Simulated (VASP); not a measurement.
# Pb (P6_3/mmc) in VASP: notebook

Pb is run at these levels: PBEsol; tasks: single point, relaxation of cell and atoms.

Program: VASP 6.6.1. These are calculated values, not measurements. Logs are shortened: lines on timing, memory, paths and dates and some standing lists are left out, and cuts for length are marked.

## 1. The cell of the first run

It takes space group P6_3/mmc (No. 194, hexagonal). Conventional cell: a = 3.626 Å, b = 3.626 Å, c = 11.769 Å, α = 90.00°, β = 90.00°, γ = 120.00°. Pb (site symmetry -3m) has 12 Pb at 3.61 to 3.63 Å within 4.7 Å. Within 4.7 Å of Pb (site symmetry -6m2) lie 12 Pb at 3.61 to 3.63 Å.

This isn't the form of Pb at room conditions, which is fcc.

## 2. Single point, PBEsol (33.50 Å³/atom)

Contents of INCAR:

```
SYSTEM = Pb
ALGO = Normal
EDIFF = 1E-6
ENCUT = 520
GGA = PS
ISIF = 2
ISMEAR = -1
LASPH = .TRUE.
LCHARG = .TRUE.
LELF = .TRUE.
LREAL = .FALSE.
LVHAR = .TRUE.
LWAVE = .FALSE.
NBANDS = 36
NELM = 80
PREC = Accurate
SIGMA = 0.1
```

Contents of KPOINTS:

```
k-points
0
G
  12 12 4
  0 0 0
```

Contents of POSCAR:

```
Pb
1.0
    3.6257834588      0.0000000000      0.0000000000
   -1.8128917294      3.1400205839      0.0000000000
    0.0000000000      0.0000000000     11.7693327461
Pb
4
Direct
    1.0000000000      1.0000000000      0.0000000000
    1.0000000000      1.0000000000      0.5000000000
    0.3333333333      0.6666666667      0.2500000000
    0.6666666667      0.3333333333      0.7500000000
```

Potentials or basis: VASP PAW PBE potentials, release 64 (Pb_d).

Run with:

```bash
cat potpaw_PBE.64/Pb_d/POTCAR > POTCAR
mpirun -np 1 vasp_std > vasp.out
```

OUTCAR:

```text
SYSTEM = Pb
   EDIFF = 1E-6
   ENCUT = 520
   GGA = PS
   ISIF = 2
   ISMEAR = -1
   LASPH = .TRUE.
   LREAL = .FALSE.
   NELM = 80
   PREC = Accurate

 ion  position               nearest neighbor table
   1  0.000  0.000  0.000-   3 3.61   4 3.61   3 3.61   4 3.61   4 3.61   3 3.61
   2  0.000  0.000  0.500-   3 3.61   4 3.61   3 3.61   4 3.61   4 3.61   3 3.61
   3  0.333  0.667  0.250-   1 3.61   2 3.61   1 3.61   2 3.61   1 3.61   2 3.61
   4  0.667  0.333  0.750-   1 3.61   2 3.61   1 3.61   2 3.61   1 3.61   2 3.61

  LATTYP: Found a hexagonal cell.
 ALAT       =     3.6257834588
 C/A-ratio  =     3.2460109325

  Lattice vectors:

 A1 = (   3.6257834588,   0.0000000000,   0.0000000000)
 A2 = (  -1.8128917294,   3.1400205839,   0.0000000000)
 A3 = (   0.0000000000,   0.0000000000,  11.7693327461)

Analysis of symmetry for initial positions (statically):
=====================================================================
 Subroutine PRICEL returns:
 Original cell was already a primitive cell.

 Routine SETGRP: Setting up the symmetry group for a
 hexagonal supercell.

 Subroutine GETGRP returns: Found 24 space group operations
 (whereof 12 operations were pure point group operations)
 out of a pool of 24 trial point group operations.

The static configuration has the point symmetry D_3d.
 The point group associated with its full space group is D_6h.

Analysis of symmetry for dynamics (positions and initial velocities):
=====================================================================
 Subroutine PRICEL returns:
 Original cell was already a primitive cell.

 Routine SETGRP: Setting up the symmetry group for a
 hexagonal supercell.

 Subroutine GETGRP returns: Found 24 space group operations
 (whereof 12 operations were pure point group operations)
 out of a pool of 24 trial point group operations.

The dynamic configuration has the point symmetry D_3d.
 The point group associated with its full space group is D_6h.

 Subroutine INISYM returns: Found 24 space group operations
 (whereof 12 operations are pure point group operations),
 and found     1 'primitive' translations

----------------------------------------------------------------------------------------

                                     Primitive cell

  volume of cell :     133.9943

  direct lattice vectors                    reciprocal lattice vectors
     3.625783459  0.000000000  0.000000000     0.275802461  0.159234625  0.000000000
    -1.812891729  3.140020584  0.000000000     0.000000000  0.318469250  0.000000000
[... 90 lines left out ...]
   LREAL  =      F    real-space projection
   EDIFFG = 0.1E-04   stopping-criterion for IOM
   NSW    =      0    number of steps for IOM
   IBRION =     -1    ionic relax: 0-MD 1-quasi-New 2-CG
   NFREE  =      0    steps in history (QN), initial steepest desc. (CG)
   ISIF   =      2    stress and relaxation
   ISYM   =      2    0-nonsym 1-usesym 2-fastsym
   POTIM  = 0.5000    time-step for ionic-motion
   TEBEG  =    0.0;   TEEND  =   0.0 temperature during run
   PSTRESS=    0.0 pullay stress
   NELECT =      56.0000    total number of electrons
   NUPDOWN=      -1.0000    fix difference up-down
   EMIN   =  10.00;   EMAX   =-10.00  energy-range for DOS
   EFERMI =   0.00;   METHOD = LEGACY
   ISMEAR =    -1;   SIGMA  =   0.10  broadening in eV -4-tet -1-fermi 0-gaus
   EFERMI_NEDOS =   21; number of points for ismear=-14 and -15
   IALGO  =     38    algorithm
   IMIX   =      4    mixing-type and parameters
     AMIX     =   0.40;   BMIX     =  1.00
     AMIX_MAG =   1.60;   BMIX_MAG =  1.00
  volume/ion in A,a.u.               =      33.50       226.06
  Fermi-wavevector in a.u.,A,eV,Ry     =   1.223983  2.312993 20.383361  1.498135
  Thomas-Fermi vector in A             =   2.359074
   LORBIT       =      0    0 simple, 1 ext, 2 COOP (PROOUT), +10 PAW based schemes
   GGA     = PS    functional components
   LHFCALC =     F    Hartree Fock is set to
   AEXX    =    0.0000 exact exchange contribution
   IVDW    =     0    specifies the selected vdW correction
   LEPSILON=     F    determine dielectric tensor
   LRPA    =     F    only Hartree local field effects (RPA)
 non-spin polarized calculation
  energy-cutoff  :      520.00
  volume of cell :      133.99
 maximum number of plane-waves:      3668
 NGX is ok and might be reduce to    28
   NGX = 13   NGY = 13   NGZ = 43

 number of electron      55.9999991 magnetization

 Free energy of the ion-electron system (eV)
  ---------------------------------------------------
  ext. energy  EPLUGINS =         0.00000000
  ---------------------------------------------------
  free energy    TOTEN  =       -15.81363019 eV

  energy without entropy =      -15.73958504  energy(sigma->0) =      -15.77660761

 E-fermi :   6.0657     XC(G=0):  -9.8725

 val. band max:        6.0479484247   @ k =   0.4167   0.1667   0.5000
 cond. band min:       6.0740691805   @ k =   0.2500   0.0833   0.2500
 fundamental gap:      0.0261207558
 Fermi energy:         6.0657205982

 k-point     1 :       0.0000    0.0000    0.0000
  band No.  band energies     occupation
      1     -10.9063      2.00000
      2     -10.8979      2.00000
      3     -10.8921      2.00000
      4     -10.8921      2.00000
      5     -10.8908      2.00000
      6     -10.8907      2.00000
[... 925 lines left out ...]
     35      10.4766      0.00000
     36      11.3459      0.00000

 [... further k-points ...]

------------------------ aborting loop because EDIFF is reached ----------------------------------------

  FORCE on cell =-STRESS in cart. coord.  units (eV):
  Direction    XX          YY          ZZ          XY          YZ          ZX
  --------------------------------------------------------------------------------------
  -------------------------------------------------------------------------------------
  Total       -3.4472869     -3.4472869     -3.3180352      0.0000000     -0.0000000      0.0000000
  in kB      -41.2194136    -41.2194136    -39.6739433      0.0000000     -0.0000000      0.0000000
  external PRESSURE =     -40.7042569 kB  Pullay stress =       0.0000000 kB

 VOLUME and BASIS-vectors are now :
 -----------------------------------------------------------------------------
  energy-cutoff  :      520.00
  volume of cell :      133.99
      direct lattice vectors                 reciprocal lattice vectors
     3.625783459  0.000000000  0.000000000     0.275802461  0.159234625  0.000000000
    -1.812891729  3.140020584  0.000000000     0.000000000  0.318469250  0.000000000
     0.000000000  0.000000000 11.769332746     0.000000000  0.000000000  0.084966584

 POSITION                                       TOTAL-FORCE (eV/Angst)
 -----------------------------------------------------------------------------------
      0.00000      0.00000      0.00000         0.000000      0.000000      0.000000
      0.00000      0.00000      5.88467         0.000000      0.000000      0.000000
     -0.00000      2.09335      2.94233         0.000000     -0.000000     -0.000000
      1.81289      1.04667      8.82700        -0.000000      0.000000      0.000000
 -----------------------------------------------------------------------------------
    total drift:                                0.000000     -0.000000      0.000000

  FREE ENERGIE OF THE ION-ELECTRON SYSTEM (eV)
  ---------------------------------------------------
  free  energy   TOTEN  =       -15.8136301889 eV

  energy  without entropy=      -15.7395850403  energy(sigma->0) =      -15.77660761
```

OSZICAR:

```text
N       E                     dE             d eps       ncg     rms          rms(c)
DAV:   1     0.674169899818E+03    0.67417E+03   -0.27209E+04  4104   0.183E+03
DAV:   2     0.481305842391E+02   -0.62604E+03   -0.61604E+03  4120   0.491E+02
DAV:   3    -0.131022907140E+02   -0.61233E+02   -0.60276E+02  4960   0.196E+02
DAV:   4    -0.157539617013E+02   -0.26517E+01   -0.26442E+01  4892   0.459E+01
DAV:   5    -0.158660435061E+02   -0.11208E+00   -0.11208E+00  5128   0.817E+00    0.977E-01
DAV:   6    -0.158248598911E+02    0.41184E-01   -0.10930E-01  5720   0.294E+00    0.490E-01
DAV:   7    -0.158140205030E+02    0.10839E-01   -0.41114E-02  4912   0.203E+00    0.188E-01
DAV:   8    -0.158137763823E+02    0.24412E-03   -0.41044E-03  4664   0.844E-01    0.601E-02
DAV:   9    -0.158136359153E+02    0.14047E-03   -0.46208E-04  5128   0.266E-01    0.134E-02
DAV:  10    -0.158136301436E+02    0.57717E-05   -0.46367E-05  5392   0.680E-02    0.415E-03
DAV:  11    -0.158136301889E+02   -0.45257E-07   -0.50630E-06  3884   0.280E-02
   1 F= -.15813630E+02 E0= -.15776608E+02  d E =-.740451E-01
```

stdout:

```text
POSCAR found type information on POSCAR Pb
 POSCAR found :  1 types and       4 ions
 scaLAPACK will be used
 -----------------------------------------------------------------------------
|                                                                             |
|                                                                             |
|     You enforced a specific xc type in the INCAR file but a different       |
|     I HOPE YOU KNOW WHAT YOU ARE DOING!                                     |
|                                                                             |
 -----------------------------------------------------------------------------

 LDA part: xc-table for (Slater+PW92), standard interpolation
 POSCAR, INCAR and KPOINTS ok, starting setup
 FFT: planning ... GRIDC
 FFT: planning ... GRID_SOFT
 FFT: planning ... GRID
 WAVECAR not read
 entering main loop
```

Run time: 4.3 min. Hardware: 1 thread of Intel Xeon 8259CL, shared host; peak memory 0.37 GiB.

Results:

* Free energy: -15.8136 eV
* Pressure: -4.1 GPa
* Band gap on the k mesh: zero (bands 28 and 29 overlap by 6.87 eV)

Caveat: the cell stands under tension; the PAW data sets were made with another functional, which shifts forces and pressure a little; spin-orbit coupling is left out, which moves the levels of the heavy elements.

## 3. Single point, PBEsol

This run uses another cell than the first one, of 29.91 Å³/atom.

Contents of INCAR:

```
SYSTEM = Pb
PREC = Accurate
ENCUT = 520
EDIFF = 1E-6
ISMEAR = -1
SIGMA = 0.1
LREAL = .FALSE.
LASPH = .TRUE.
NELM = 100
ALGO = Normal
ISIF = 2
LWAVE = .FALSE.
LCHARG = .FALSE.
GGA = PS
NBANDS = 36
```

Contents of KPOINTS:

```
regular mesh
0
G
  14 14 4
  0 0 0
```

Contents of POSCAR:

```
Pb
1.0
    3.4913698385      0.0000000000      0.0000000000
   -1.7456849193      3.0236149742      0.0000000000
    0.0000000000      0.0000000000     11.3330246652
Pb
4
Direct
    1.0000000000      1.0000000000      0.0000000000
    1.0000000000      1.0000000000      0.5000000000
    0.3333333333      0.6666666667      0.2500000000
    0.6666666667      0.3333333333      0.7500000000
```

Potentials or basis: VASP PAW PBE potentials, release 64 (Pb_d).

Run with:

```bash
cat potpaw_PBE.64/Pb_d/POTCAR > POTCAR
mpirun -np 1 vasp_std > vasp.out
```

It took 4.7 min on 1 thread of Intel Xeon 8259CL, shared host; peak memory 0.38 GiB.

It converged, with:

```
Free energy            : -16.0208 eV
Pressure               : 0.0 GPa
Band gap on the k mesh : zero (bands 28 and 29 overlap by 7.25 eV)
```

Stress tensor (GPa, compression positive):
```
-0.18  0.00  0.00
 0.00 -0.18  0.00
 0.00  0.00  0.41
```

Levels at points of the mesh, in eV from the Fermi level:
| k point | band 24 | band 25 | band 26 | band 27 | band 28 | band 29 | band 30 | band 31 | band 32 | band 33 |
| --- | --- | --- | --- | --- | --- | --- | --- | --- | --- | --- |
| (0.00, 0.00, 0.00) | -8.12 | -4.29 | 0.81 | 0.82 | 5.55 | 5.55 | 6.38 | 6.38 | 6.42 | 6.42 |
| (0.50, 0.00, 0.00) | -6.92 | -4.14 | -3.82 | -2.36 | -1.84 | -0.06 | 0.79 | 1.98 | 3.38 | 3.40 |
| (0.00, 0.00, 0.50) | -9.21 | -2.55 | -2.55 | 4.76 | 4.76 | 5.79 | 5.79 | 5.79 | 5.79 | 7.09 |
| (0.50, 0.00, 0.50) | -7.22 | -3.57 | -3.57 | -2.84 | -2.84 | 1.36 | 1.36 | 2.35 | 2.35 | 2.93 |

Caveat: the PAW data sets were made with another functional, which shifts forces and pressure a little; spin-orbit coupling is left out, which moves the levels of the heavy elements.

(Part 1 of 2 ends here.)

The gap in the log of VASP goes by the Fermi energy; the results here count the filled bands.